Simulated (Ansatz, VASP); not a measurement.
## Two plane-wave programs on Se

```
CELL_PARAMETERS angstrom
4.04454 0.00000 0.00000
-2.02227 3.50268 0.00000
0.00000 0.00000 5.11455
ATOMIC_POSITIONS crystal
Se 0.24852 0.00000 0.33333
Se 0.00000 0.24852 0.66667
Se 0.75148 0.75148 0.00000
```

Alike in both runs: functional PBEsol; k mesh 12 × 12 × 8; occupations gaussian, width 0.02 eV; no spin polarisation.

Ansatz relaxed the structure, and its values are those at the end. VASP's run is a single point on that final structure, the one shown.

```csv
,VASP,Ansatz
version,VASP 6.6.1,Ansatz 0.2.0
potentials or method,"VASP PAW PBE potentials, release 64 (Se), cutoff 520 eV","scalar-relativistic, plane waves, PAW"
valence electrons in the cell,18,48
```

VASP gave:

- gap on the k mesh at the Fermi level (eV): 0.45
- least direct gap on the mesh (eV): 0.46
- pressure (GPa): 0.2
- rms of the force components (eV/Å): 0.017

Estimate Ansatz's values.

gap on the k mesh at the Fermi level (eV): 0.46; least direct gap on the mesh (eV): 0.47; pressure (GPa): 0.0; rms of the force components (eV/Å): 0.001.

VASP's potentials were made for PBE, not for PBEsol. With one functional, cell and mesh, what is left measures potentials, basis and numerics. VASP's potentials hold 18 valence electrons a cell and Ansatz's 48, so a difference there can come from the potentials and not from the codes.
